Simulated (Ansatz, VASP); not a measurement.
# One calculation of CoTeW, two programs

Contents of INCAR:

```
SYSTEM = CoTeW
ALGO = Normal
EDIFF = 1E-6
ENCUT = 600
GGA = PE
GGA_COMPAT = .False.
ISIF = 2
ISMEAR = 1
LASPH = .True.
LCHARG = .False.
LREAL = .False.
LWAVE = .False.
NBANDS = 38
NELM = 120
PREC = Accurate
SIGMA = 0.025
```

KPOINTS

```
k-points
0
Gamma
  4 4 2
  0 0 0
```

File POSCAR:

```
CoTeW
1.0
    5.2465680000      0.0000000000      0.0000000000
    0.0000000000      5.0552460000      0.0000000000
    0.0000000000      0.0000000000      8.8488810000
W Te Co
2 2 2
Direct
    0.0000000000      0.0000000000      0.5498000000
    0.5000000000      0.5000000000      0.4502000000
    0.0000000000      0.0000000000      0.0127000000
    0.5000000000      0.5000000000      0.9873000000
    0.0000000000      0.5000000000      0.2725000000
    0.5000000000      0.0000000000      0.7275000000
```

Input for Ansatz:

```yaml
crystal:
  lattice:
    - [5.246568, 0.0, 0.0]
    - [0.0, 5.055246, 0.0]
    - [0.0, 0.0, 8.848881]
  atoms:
    - { symbol: W, position: [0.0, 0.0, 0.5498] }
    - { symbol: W, position: [0.5, 0.5, 0.4502] }
    - { symbol: Te, position: [0.0, 0.0, 0.0127] }
    - { symbol: Te, position: [0.5, 0.5, 0.9873] }
    - { symbol: Co, position: [0.0, 0.5, 0.2725] }
    - { symbol: Co, position: [0.5, 0.0, 0.7275] }
  symmetry: { tolerance: 0.0003 }
kpoints:
  mp_grid: { grid: [4, 4, 2], shift: [0, 0, 0] }
magnetization:
  spin_polarized: false
scf:
  occupations: { method: cold, width: 0.025 }
hamiltonian:
  pseudopotentials: { kind: paw }
  xc: pbe
basis:
  ecutwfc: 420
output:
  forces: true
  stress: true
  eigenvalues: true
  write_density: true
  write_potential: true
  elf: true
  volumetric_format: npy
```

Alike in both runs: task single point; functional PBE; k mesh 4 × 4 × 2; no spin polarisation.

|  | VASP | Ansatz |
| --- | --- | --- |
| version | VASP 6.6.1 | Ansatz 0.2.0 |
| potentials or method | VASP PAW PBE potentials, release 64 (W_sv, Te, Co), cutoff 600 eV | PAW plane waves |
| occupations | methfessel-paxton of order 1, width 0.025 eV | cold, width 0.025 eV |
| valence electrons in the cell | 58 | 94 |

Ansatz gave:

| Quantity | Value |
| --- | --- |
| gap on the k mesh at the Fermi level (eV) | none |
| pressure (GPa) | -18.0 |
| traceless stress, the component that is largest in VASP (GPa) | -3.86 |
| rms of the force components (eV/Å) | 0.542 |

Problem. What did VASP give for the same quantities?

Solution. gap on the k mesh at the Fermi level (eV): none; pressure (GPa): -18.0; traceless stress, the component that is largest in VASP (GPa): -3.84; rms of the force components (eV/Å): 0.539.

Atom by atom the forces differ by 0.005 eV/Å (rms over components). A gap of «none» marks a metal or a gap that the smearing closes. VASP's potentials hold 58 valence electrons a cell and Ansatz's 94, so a difference there can come from the potentials and not from the codes.

Spin-orbit coupling is off throughout.
